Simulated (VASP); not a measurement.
# AlGaN2 (P-4m2) in VASP: a series of runs

AlGaN2 is run at these levels: LDA; tasks: relaxation of cell and atoms, single point.

All numbers are computed with VASP 6.6.1; they aren't measurements. Logs are shortened: lines on timing, memory, paths and dates and some standing lists are left out, and cuts for length are marked.

### Step 1. The cell of the first run

Symmetry: P-4m2, No. 115, tetragonal system. The conventional cell has a = 3.115 Å, b = 3.115 Å, c = 4.384 Å, α = 90.00°, β = 90.00°, γ = 90.00°. Within 2.5 Å of Al (site symmetry -4m2) lie 4 N at 1.88 Å. Within 2.6 Å of Ga (site symmetry -4m2) lie 4 N at 1.93 Å. Within 2.5 Å of N (site symmetry 2mm) lie 2 Al at 1.88 Å and 2 Ga at 1.93 Å.

### Step 2. Relaxation of cell and atoms, LDA, target pressure 3 GPa, at which the enthalpy is minimised

INCAR reads:

```
PREC = Accurate ; ENCUT = 600
EDIFF = 1E-6 ; ISMEAR = 0
SIGMA = 0.01 ; LREAL = False
LASPH = True ; NELM = 100
ALGO = Normal ; ISIF = 3
LWAVE = False ; LCHARG = False
IBRION = 2 ; NSW = 80
EDIFFG = -0.001 ; PSTRESS = 30.0
```

KPOINTS reads:

```
Automatic mesh
0
Gamma
  8 8 6
```

POSCAR reads:

```
AlGaN2
1.0
    3.1152864669      0.0000000000      0.0000000000
    0.0000000000      3.1152864669      0.0000000000
    0.0000000000      0.0000000000      4.3843302008
Al Ga N
1 1 2
Direct
    0.5000000000      0.5000000000      0.5000000000
    0.0000000000      0.0000000000      0.0000000000
    0.5000000000      0.0000000000      0.7400513254
    0.0000000000      0.5000000000      0.2599486746
```

Potentials or basis: VASP PAW LDA potentials, release 64 (Al, Ga_d, N).

Run with:

```sh
cat potpaw_LDA.64/Al/POTCAR potpaw_LDA.64/Ga_d/POTCAR potpaw_LDA.64/N/POTCAR > POTCAR
mpirun -np 1 vasp_std > vasp.out
```

OUTCAR:

```text
PREC = Accurate
   ENCUT = 600
   EDIFF = 1E-6
   ISMEAR = 0
   LREAL = False
   LASPH = True
   NELM = 100
   ISIF = 3
   IBRION = 2
   NSW = 80
   EDIFFG = -0.001
   PSTRESS = 30.0

 ion  position               nearest neighbor table
   1  0.500  0.500  0.500-   3 1.88   4 1.88   3 1.88   4 1.88   2 3.11   2 3.11   2 3.11   2 3.11
                             2 3.11   2 3.11   2 3.11   2 3.11
   2  0.000  0.000  0.000-   3 1.93   4 1.93   4 1.93   3 1.93   1 3.11   1 3.11   1 3.11   1 3.11
                             1 3.11   1 3.11   1 3.11   1 3.11
   3  0.500  0.000  0.740-   1 1.88   1 1.88   2 1.93   2 1.93
   4  0.000  0.500  0.260-   1 1.88   1 1.88   2 1.93   2 1.93

  LATTYP: Found a simple tetragonal cell.
 ALAT       =     3.1152864669
 C/A-ratio  =     1.4073602050

  Lattice vectors:

 A1 = (   3.1152864669,   0.0000000000,   0.0000000000)
 A2 = (   0.0000000000,   3.1152864669,   0.0000000000)
 A3 = (   0.0000000000,   0.0000000000,   4.3843302008)

Analysis of symmetry for initial positions (statically):
=====================================================================
 Subroutine PRICEL returns:
 Original cell was already a primitive cell.

 Routine SETGRP: Setting up the symmetry group for a
 simple tetragonal supercell.

 Subroutine GETGRP returns: Found  8 space group operations
 (whereof  8 operations were pure point group operations)
 out of a pool of 16 trial point group operations.

The static configuration has the point symmetry D_2d.

Analysis of symmetry for dynamics (positions and initial velocities):
=====================================================================
 Subroutine PRICEL returns:
 Original cell was already a primitive cell.

 Routine SETGRP: Setting up the symmetry group for a
 simple tetragonal supercell.

 Subroutine GETGRP returns: Found  8 space group operations
 (whereof  8 operations were pure point group operations)
 out of a pool of 16 trial point group operations.

The dynamic configuration has the point symmetry D_2d.

 Subroutine INISYM returns: Found  8 space group operations
 (whereof  8 operations are pure point group operations),
 and found     1 'primitive' translations

----------------------------------------------------------------------------------------

                                     Primitive cell

  volume of cell :      42.5500

  direct lattice vectors                    reciprocal lattice vectors
     3.115286467  0.000000000  0.000000000     0.320997767  0.000000000  0.000000000
     0.000000000  3.115286467  0.000000000     0.000000000  0.320997767  0.000000000
     0.000000000  0.000000000  4.384330201     0.000000000  0.000000000  0.228085011

  length of vectors
     3.115286467  3.115286467  4.384330201     0.320997767  0.320997767  0.228085011

  position of ions in fractional coordinates (direct lattice)
     0.500000000  0.500000000  0.500000000
     0.000000000  0.000000000  0.000000000
     0.500000000  0.000000000  0.740051325
     0.000000000  0.500000000  0.259948675

  ion indices of the primitive-cell ions
   primitive index   ion index
                 1           1
                 2           2
                 3           3
                 4           4

----------------------------------------------------------------------------------------

 KPOINTS: Automatic mesh

Automatic generation of k-mesh.
 Grid dimensions read from file:
 generate k-points for:    8    8    6

 Generating k-lattice:

  Cartesian coordinates                     Fractional coordinates (reciprocal lattice)
     0.040124721  0.000000000  0.000000000     0.125000000  0.000000000  0.000000000
     0.000000000  0.040124721  0.000000000     0.000000000  0.125000000  0.000000000
     0.000000000  0.000000000  0.038014168     0.000000000  0.000000000  0.166666667

  Length of vectors
     0.040124721  0.040124721  0.038014168

  Shift w.r.t. Gamma in fractional coordinates (k-lattice)
     0.000000000  0.000000000  0.000000000

 Subroutine IBZKPT returns following result:
 ===========================================

 Found     60 irreducible k-points:

 Following reciprocal coordinates:
            Coordinates               Weight
  0.000000  0.000000  0.000000      1.000000
  0.125000  0.000000  0.000000      4.000000
  0.250000  0.000000  0.000000      4.000000
  0.375000  0.000000  0.000000      4.000000
  0.500000  0.000000  0.000000      2.000000
  0.125000  0.125000  0.000000      4.000000
[... 16 lines left out ...]
  0.375000  0.125000  0.166667     16.000000
  0.500000  0.125000  0.166667      8.000000
 [... further k-points ...]
   k-points           NKPTS =     60   k-points in BZ     NKDIM =     60   number of bands    NBANDS=     17
   number of dos      NEDOS =    301   number of ions     NIONS =      4
   total plane-waves  NPLWV =  28224
   dimension x,y,z NGX =    28 NGY =   28 NGZ =   36
   dimension x,y,z NGXF=    56 NGYF=   56 NGZF=   72
   ions per type =               1   1   2
   NGX,Y,Z   is equivalent  to a cutoff of  14.94, 14.94, 13.65 a.u.
   NGXF,Y,Z  is equivalent  to a cutoff of  29.88, 29.88, 27.30 a.u.
 SYSTEM =  unknown system
   PREC   = accura    normal or accurate (medium, high low for compatibility)
   ISTART =      0    job   : 0-new  1-cont  2-samecut
   ICHARG =      2    charge: 1-file 2-atom 10-const
   ISPIN  =      1    spin polarized calculation?
   LNONCOLLINEAR =      F non collinear calculations
   LSORBIT =      F    spin-orbit coupling
   LASPH  =      T    aspherical Exc in radial PAW
   ENCUT  =  600.0 eV  44.10 Ry    6.64 a.u.   6.22  6.22  8.76*2*pi/ulx,y,z
   NELM   =    100;   NELMIN=  2; NELMDL= -5     # of ELM steps
   EDIFF  = 0.1E-05   stopping-criterion for ELM
   LREAL  =      F    real-space projection
   EDIFFG = -.1E-02   stopping-criterion for IOM
   NSW    =     80    number of steps for IOM
   IBRION =      2    ionic relax: 0-MD 1-quasi-New 2-CG
   NFREE  =      1    steps in history (QN), initial steepest desc. (CG)
   ISIF   =      3    stress and relaxation
   ISYM   =      2    0-nonsym 1-usesym 2-fastsym
   POTIM  = 0.5000    time-step for ionic-motion
   TEBEG  =    0.0;   TEEND  =   0.0 temperature during run
   PSTRESS=   30.0 pullay stress
   NELECT =      26.0000    total number of electrons
   NUPDOWN=      -1.0000    fix difference up-down
   EMIN   =  10.00;   EMAX   =-10.00  energy-range for DOS
   EFERMI =   0.00;   METHOD = LEGACY
   ISMEAR =     0;   SIGMA  =   0.01  broadening in eV -4-tet -1-fermi 0-gaus
   EFERMI_NEDOS =   21; number of points for ismear=-14 and -15
   IALGO  =     38    algorithm
   IMIX   =      4    mixing-type and parameters
     AMIX     =   0.40;   BMIX     =  1.00
     AMIX_MAG =   1.60;   BMIX_MAG =  1.00
  volume/ion in A,a.u.               =      10.64        71.79
  Fermi-wavevector in a.u.,A,eV,Ry     =   1.389205  2.625216 26.257738  1.929889
  Thomas-Fermi vector in A             =   2.513258
   LORBIT       =      0    0 simple, 1 ext, 2 COOP (PROOUT), +10 PAW based schemes
   GGA     = CA    functional components
   LHFCALC =     F    Hartree Fock is set to
   AEXX    =    0.0000 exact exchange contribution
   IVDW    =     0    specifies the selected vdW correction
   LEPSILON=     F    determine dielectric tensor
   LRPA    =     F    only Hartree local field effects (RPA)
 conjugate gradient relaxation of ions
 non-spin polarized calculation
 Gauss-broadening in eV      SIGMA  =   0.01
  energy-cutoff  :      600.00
  volume of cell :       42.55
 maximum number of plane-waves:      1449
 NGX is ok and might be reduce to    28
   NGX = 13   NGY = 13   NGZ = 17

--------------------------------------- Ionic step        1  -------------------------------------------

 number of electron      26.0000000 magnetization

 Free energy of the ion-electron system (eV)
  ---------------------------------------------------
  ext. energy  EPLUGINS =         0.00000000
  ---------------------------------------------------
  free energy    TOTEN  =       -30.31620598 eV

  energy without entropy =      -30.31620598  energy(sigma->0) =      -30.31620598

------------------------ aborting loop because EDIFF is reached ----------------------------------------

  FORCE on cell =-STRESS in cart. coord.  units (eV):
  Direction    XX          YY          ZZ          XY          YZ          ZX
  --------------------------------------------------------------------------------------
  -------------------------------------------------------------------------------------
  Total        0.2078695      0.2078695      0.2105064      0.0000000      0.0000000      0.0000000
  in kB        7.8271220      7.8271220      7.9264104      0.0000000      0.0000000      0.0000000
  external PRESSURE =     -22.1397818 kB  Pullay stress =      30.0000000 kB
[... 99 lines left out ...]
  FREE ENERGIE OF THE ION-ELECTRON SYSTEM (eV)
  ---------------------------------------------------
  free  energy   TOTEN  =       -30.3110538408 eV

  energy  without entropy=      -30.3110538408  energy(sigma->0) =      -30.31105384

  enthalpy is  TOTEN    =       -29.5225867425 eV   P V=        0.7884670983

[... ionic steps 4 to 22 ...]

--------------------------------------- Ionic step       23  -------------------------------------------

 number of electron      26.0000000 magnetization

------------------------ aborting loop because EDIFF is reached ----------------------------------------

  FORCE on cell =-STRESS in cart. coord.  units (eV):
  Direction    XX          YY          ZZ          XY          YZ          ZX
  --------------------------------------------------------------------------------------
  -------------------------------------------------------------------------------------
  Total        0.7816726      0.7816726      0.7927305      0.0000000      0.0000000      0.0000000
  in kB       29.7396090     29.7396090     30.1603179      0.0000000      0.0000000      0.0000000
  external PRESSURE =      -0.1201547 kB  Pullay stress =      30.0000000 kB
[... 65 lines left out ...]
  enthalpy is  TOTEN    =       -29.5225973251 eV   P V=        0.7885163534

--------------------------------------- Ionic step       25  -------------------------------------------

 number of electron      26.0000000 magnetization

 Free energy of the ion-electron system (eV)
  ---------------------------------------------------
  ext. energy  EPLUGINS =         0.00000000
  ---------------------------------------------------
  free energy    TOTEN  =       -30.31111342 eV

  energy without entropy =      -30.31111342  energy(sigma->0) =      -30.31111342

 E-fermi :   5.8366     XC(G=0): -11.8978

 val. band max:        5.7676680295   @ k =   0.0000   0.0000   0.0000
 cond. band min:       8.9104873333   @ k =   0.0000   0.0000   0.0000
 fundamental gap:      3.1428193038
 Fermi energy:         5.8365515117

 k-point     1 :       0.0000    0.0000    0.0000
  band No.  band energies     occupation
      1      -9.8629      2.00000
      2      -8.3812      2.00000
      3      -7.3247      2.00000
      4      -7.3247      2.00000
      5      -7.2777      2.00000
      6      -7.0944      2.00000
[... 9 lines left out ...]
     16      13.4049      0.00000
     17      17.1314      0.00000
[... 443 lines left out ...]
      1      -8.6066      2.00000
      2      -8.4435      2.00000
      3      -7.3112      2.00000
      4      -7.2090      2.00000
      5      -7.2049      2.00000
      6      -6.4438      2.00000
[... 9 lines left out ...]
     16      13.9180      0.00000
     17      14.6027      0.00000

 [... further k-points ...]
[... 5 lines left out ...]
  --------------------------------------------------------------------------------------
  -------------------------------------------------------------------------------------
  Total        0.7851321      0.7851321      0.7846298      0.0000000      0.0000000      0.0000000
  in kB       29.8712456     29.8712456     29.8521355      0.0000000      0.0000000      0.0000000
  external PRESSURE =      -0.1351244 kB  Pullay stress =      30.0000000 kB
[... 19 lines left out ...]
  FREE ENERGIE OF THE ION-ELECTRON SYSTEM (eV)
  ---------------------------------------------------
  free  energy   TOTEN  =       -30.3111134176 eV

  energy  without entropy=      -30.3111134176  energy(sigma->0) =      -30.31111342

  enthalpy is  TOTEN    =       -29.5225971916 eV   P V=        0.7885162259

 reached required accuracy - stopping structural energy minimisation
```

Wall time 2.4 min (1 thread of Intel Xeon 6975P-C (Granite Rapids), shared host); peak memory 0.19 GiB.

Results:

| Property | Result |
| --- | --- |
| Free energy | -30.3111 eV |
| Relaxed volume | 10.53 Å³/atom |
| Relaxed cell | a = 3.105 Å, b = 3.105 Å, c = 4.368 Å, α = 90.00°, β = 90.00°, γ = 90.00° |
| Space group after relaxing (to 0.05 Å) | P-4m2 (No. 115) |
| Energy change on relaxing (the enthalpy is what falls) | +1.3 meV/atom |
| Ionic steps | 25 |
| Pressure after relaxing | 3.0 GPa |
| Band gap on the k mesh | 3.14 eV, direct |

The path:
```csv
step,energy change (eV),largest force (eV/Å),pressure (GPa),volume (Å³)
1,0.0000,0.0295,0.79,42.55
2,0.0172,0.0008,5.45,41.65
3,0.0052,0.0152,3.01,42.11
4,0.0053,0.0152,3.08,42.10
5,0.0048,0.0025,2.85,42.13
6,0.0050,0.0056,3.00,42.12
7,0.0050,0.0044,2.97,42.12
8,0.0050,0.0032,2.94,42.12
9,0.0053,0.0007,3.06,42.10
10,0.0052,0.0019,2.99,42.11
11,0.0052,0.0023,3.00,42.10
12,0.0052,0.0012,3.04,42.10
13,0.0050,0.0007,2.91,42.12
14,0.0051,0.0010,3.03,42.11
15,0.0051,0.0005,3.01,42.11
16,0.0051,0.0005,2.98,42.11
17,0.0051,0.0014,2.98,42.11
18,0.0051,0.0015,2.99,42.11
19,0.0051,0.0011,2.99,42.11
20,0.0051,0.0012,2.99,42.11
21,0.0051,0.0000,2.99,42.11
22,0.0051,0.0042,2.98,42.11
23,0.0051,0.0028,2.99,42.11
24,0.0051,0.0015,2.99,42.11
25,0.0051,0.0008,2.99,42.11
```

Final structure:
```
Al Ga N
1.0
     3.10482    0.00000    0.00000
     0.00000    3.10482    0.00000
     0.00000    0.00000    4.36845
Al Ga N
1 1 2
Cartesian
  1.5524 1.5524 2.1842
  0.0000 0.0000 0.0000
  1.5524 0.0000 3.2316
  3.1048 1.5524 1.1369
```

Levels at points of the mesh, in eV from the valence-band top:
| k point | band 10 | band 11 | band 12 | band 13 | band 14 | band 15 | band 16 | band 17 |
| --- | --- | --- | --- | --- | --- | --- | --- | --- |
| (0.00, 0.00, 0.00) | -2.44 | -0.23 | 0.00 | 0.00 | 3.14 | 3.50 | 7.64 | 11.36 |
| (0.50, 0.00, 0.00) | -3.07 | -2.97 | -1.01 | -0.73 | 7.21 | 7.35 | 8.06 | 8.54 |
| (0.50, 0.50, 0.00) | -2.39 | -2.36 | -2.36 | -2.35 | 3.25 | 3.25 | 6.41 | 8.78 |
| (0.00, 0.00, 0.50) | -1.64 | -1.64 | -1.04 | -1.04 | 5.35 | 5.49 | 8.11 | 9.30 |
| (0.50, 0.00, 0.50) | -0.99 | -0.90 | -0.62 | -0.60 | 5.41 | 6.76 | 9.26 | 9.57 |
| (0.50, 0.50, 0.50) | -4.17 | -3.39 | -3.39 | -3.39 | 6.19 | 6.19 | 9.14 | 10.94 |

Caveat: the cell is relaxed towards a set pressure, so the enthalpy falls and the energy may rise. LDA gaps usually lie below the measured ones, often by a third to a half.

[end of part 1 of 2]
